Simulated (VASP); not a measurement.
Here is a VASP 6.6.1 calculation.

File INCAR:

```
SYSTEM = RbBr
PREC     = Accurate       ! precision mode
ENCUT    = 520            ! plane-wave cutoff, eV
EDIFF    = 1E-7           ! SCF threshold, eV
ISMEAR   = 0              ! smearing method
SIGMA    = 0.05           ! smearing width, eV
LREAL    = .False.        ! projectors in reciprocal space
LASPH    = .True.         ! aspherical terms in the spheres
NELM     = 100            ! most SCF steps
ALGO     = Normal         ! electronic algorithm
ISIF     = 2              ! what is computed and relaxed
LWAVE    = .False.        ! write WAVECAR
LCHARG   = .False.        ! write CHGCAR
NBANDS   = 15             ! bands
```

The input KPOINTS:

```
regular mesh
0
Gamma
  8 8 8
  0 0 0
```

The input POSCAR:

```
RbBr
1.0
    0.0000000000      3.5083429181      3.5083429181
    3.5083429181      0.0000000000      3.5083429181
    3.5083429181      3.5083429181      0.0000000000
Rb Br
1 1
Direct
    0.5000000000      0.5000000000      0.5000000000
    0.0000000000      0.0000000000      0.0000000000
```

Potentials or basis: VASP PAW LDA potentials, release 64 (Rb_sv, Br).

Command:

```sh
$ cat potpaw_LDA.64/Rb_sv/POTCAR potpaw_LDA.64/Br/POTCAR > POTCAR
$ mpirun -np 1 vasp_std > vasp.out
```

(1) Estimate the band gap on the k mesh.

(2) Estimate the pressure.

Results:

(1) 3.80 eV, direct.

(2) -1.9 GPa.
